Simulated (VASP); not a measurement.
## Pt: single point with LDA

Crystal: Pt.

```xyz
1
Lattice="-1.5367 1.5367 1.5842 1.5367 -1.5367 1.5842 1.5367 1.5367 -1.5842" Properties=species:S:1:pos:R:3 pbc="T T T"
Pt    0.0000    0.0000    0.0000
```

This cell differs from its parent crystal: strain -0.030 along x and y, +0.000 along z.

```json
{
  "Program": "VASP 6.6.1",
  "Task": "single point",
  "Functional": "LDA",
  "Potentials or basis": "VASP PAW LDA potentials, release 64 (Pt)",
  "Cutoff": "520 eV",
  "k mesh": "22 × 22 × 22",
  "Occupations": "gaussian, width 0.15 eV",
  "Spin": "no spin polarisation",
  "Dipole correction": "no",
  "Further INCAR settings": "ALGO = Normal; EDIFF = 1e-06; NBANDS = 11"
}
```

| Item | Value |
| --- | --- |
| Pressure | -0.2 GPa |
| Band gap on the k mesh | zero (bands 5 and 6 overlap by 2.35 eV) |

Stress tensor (GPa, compression positive):
```
-1.27  0.00  0.00
 0.00 -1.27  0.00
 0.00  0.00  2.08
```

Levels at points of the mesh, in eV from the Fermi level:
| k point | band 1 | band 2 | band 3 | band 4 | band 5 | band 6 | band 7 | band 8 | band 9 | band 10 |
| --- | --- | --- | --- | --- | --- | --- | --- | --- | --- | --- |
| (0.00, 0.00, 0.00) | -10.07 | -3.88 | -3.88 | -3.60 | -1.24 | -0.88 | 16.68 | 17.27 | 17.27 | 27.54 |
| (0.50, 0.00, 0.00) | -7.11 | -5.24 | -1.41 | -0.68 | 0.04 | 1.16 | 6.70 | 13.37 | 16.51 | 23.92 |
| (0.50, 0.50, 0.00) | -7.08 | -5.54 | -1.00 | -0.57 | 0.25 | 1.23 | 6.98 | 13.04 | 15.77 | 24.79 |
| (0.50, 0.50, 0.50) | -6.62 | -6.60 | 0.55 | 0.64 | 0.64 | 7.16 | 8.09 | 8.09 | 13.53 | 19.62 |

Run time: 71 s on 1 thread of Intel(R) Xeon(R) Platinum 8488C (Sapphire Rapids) (shared host), peak memory 0.23 GiB.

Caveat: the cell differs from its parent crystal (strain -0.030 along x and y, +0.000 along z); spin-orbit coupling is left out, which moves the levels of the heavy elements.
